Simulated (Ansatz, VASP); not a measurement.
Two plane-wave programs on HgTe

File INCAR:

```
SYSTEM = HgTe
PREC = Accurate
ENCUT = 520
EDIFF = 1E-6
ISMEAR = -1
SIGMA = 0.02
LREAL = .False.
LASPH = .True.
NELM = 100
ALGO = Normal
ISIF = 2
LWAVE = .False.
LCHARG = .True.
GGA = PE
LELF = .True.
LVHAR = .True.
NBANDS = 16
```

Contents of KPOINTS:

```
regular mesh
0
Gamma
  6 6 6
  0 0 0
```

The input POSCAR:

```
HgTe
1.0
    0.0000000000      3.3912431616      3.3912431616
    3.3912431616      0.0000000000      3.3912431616
    3.3912431616      3.3912431616      0.0000000000
Hg Te
1 1
Direct
    0.0000000000      0.0000000000      0.0000000000
    0.2500000000      0.2500000000      0.2500000000
```

Input for Ansatz:

```yaml
crystal:
  lattice:
    - [0.0, 3.3912431616, 3.3912431616]
    - [3.3912431616, 0.0, 3.3912431616]
    - [3.3912431616, 3.3912431616, 0.0]
  atoms:
    - { symbol: Hg, position: [0.0, 0.0, 0.0] }
    - { symbol: Te, position: [0.25, 0.25, 0.25] }
kpoints:
  mp_grid: { grid: [6, 6, 6] }
hamiltonian:
  xc: pbe
scf:
  occupations: { method: fermi_dirac, width: 0.02 }
  n_extra_bands: 4
output:
  forces: true
  stress: true
  eigenvalues: true
```

Alike in both runs: task single point; functional PBE; k mesh 6 × 6 × 6; occupations fermi-dirac, width 0.02 eV; no spin polarisation.

|  | VASP | Ansatz |
| --- | --- | --- |
| version | VASP 6.6.1 | Ansatz 0.2.0 |
| potentials or method | VASP PAW PBE potentials, release 64 (Hg, Te) | plane waves, PAW |
| plane-wave cutoff (eV) | 520 | 420 |
| valence electrons in the cell | 18 | 36 |

VASP gave:

| Property | Result |
| --- | --- |
| pressure (GPa) | -1.6 |

Problem. What did Ansatz give for the same quantities?

Solution. Pressure (GPa): -1.7.

The functional is the same, so the differences come from potentials, cutoffs and numerics. VASP's potentials hold 18 valence electrons a cell and Ansatz's 36, so a difference there can come from the potentials and not from the codes.

Neither program's run includes spin-orbit coupling.
